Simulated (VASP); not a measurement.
A run of VASP 6.6.1:

File POSCAR:

```
LuHCl
1.0
    1.8124050000      1.0463925146      9.1745710000
   -1.8124050000      1.0463925146      9.1745710000
    0.0000000000     -2.0927850293      9.1745710000
Lu H Cl
2 2 2
Direct
    0.1197720000      0.1197720000      0.1197720000
    0.8802280000      0.8802280000      0.8802280000
    0.1961850000      0.1961850000      0.1961850000
    0.8038150000      0.8038150000      0.8038150000
    0.6075023333      0.6075023333      0.6075023333
    0.3924976667      0.3924976667      0.3924976667
```

INCAR.step1

```
PREC = Accurate
ENCUT = 660
ISMEAR = -1
SIGMA = 0.1
LREAL = F
LASPH = T
NELM = 120
NBANDS = 42
GGA = PE
ALGO = Normal
EDIFF = 1E-5
LWAVE = T
LCHARG = F
GGA_COMPAT = F
```

File INCAR.step2:

```
PREC = Accurate
ENCUT = 660
EDIFF = 1E-6
ISMEAR = -1
SIGMA = 0.1
LREAL = F
LASPH = T
NELM = 120
ALGO = Normal
ISIF = 2
LWAVE = F
LCHARG = F
METAGGA = R2SCAN
LMIXTAU = T
NBANDS = 42
ISTART = 1
GGA_COMPAT = F
```

KPOINTS

```
Automatic mesh
0
Gamma
  6 6 6
```

Potentials or basis: VASP PAW PBE potentials, release 64 (Lu, H, Cl).

Launch:

```console
$ cat potpaw_PBE.64/Lu/POTCAR potpaw_PBE.64/H/POTCAR potpaw_PBE.64/Cl/POTCAR > POTCAR
$ cp INCAR.step1 INCAR
$ mpirun -np 1 vasp_std > vasp.out
$ cp INCAR.step2 INCAR
$ mpirun -np 1 vasp_std > vasp.out
```

Hardware: 1 thread of Intel(R) Xeon(R) 6975P-C (Granite Rapids), with other jobs on the host.

Question: Estimate the wall time of this run.

Answer: It took 63 min on 1 thread of Intel(R) Xeon(R) 6975P-C (Granite Rapids), on a shared host, peak memory 1.3 GiB. Counts: k points 32.
